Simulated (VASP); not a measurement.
Here is a VASP 6.6.1 calculation.

The input INCAR:

```
PREC = Accurate
ENCUT = 520
EDIFF = 1E-6
ISMEAR = 0
SIGMA = 0.1
LREAL = F
LASPH = T
NELM = 150
ALGO = Normal
ISIF = 2
LWAVE = F
LCHARG = T
ISPIN = 2
MAGMOM = 0.7
LORBIT = 11
LMAXMIX = 4
GGA = PE
LELF = T
LVHAR = T
NBANDS = 15
```

KPOINTS

```
Automatic mesh
0
Gamma
  22 22 22
```

The input POSCAR:

```
Ni
1.0
   -1.4743610173      1.4743610173      1.2664675058
    1.4743610173     -1.4743610173      1.2664675058
    1.4743610173      1.4743610173     -1.2664675058
Ni
1
Direct
    0.0000000000      0.0000000000      0.0000000000
```

Potentials or basis: VASP PAW PBE potentials, release 64 (Ni).

Command:

```bash
$ cat potpaw_PBE.64/Ni/POTCAR > POTCAR
$ mpirun -np 1 vasp_std > vasp.out
```

(1) What does it give for the net moment?

(2) Estimate the site moments.

(3) Predict the pressure.

Results:

(1) 0.59 μB per cell.

(2) Ni +0.61 μB.

(3) -0.2 GPa.
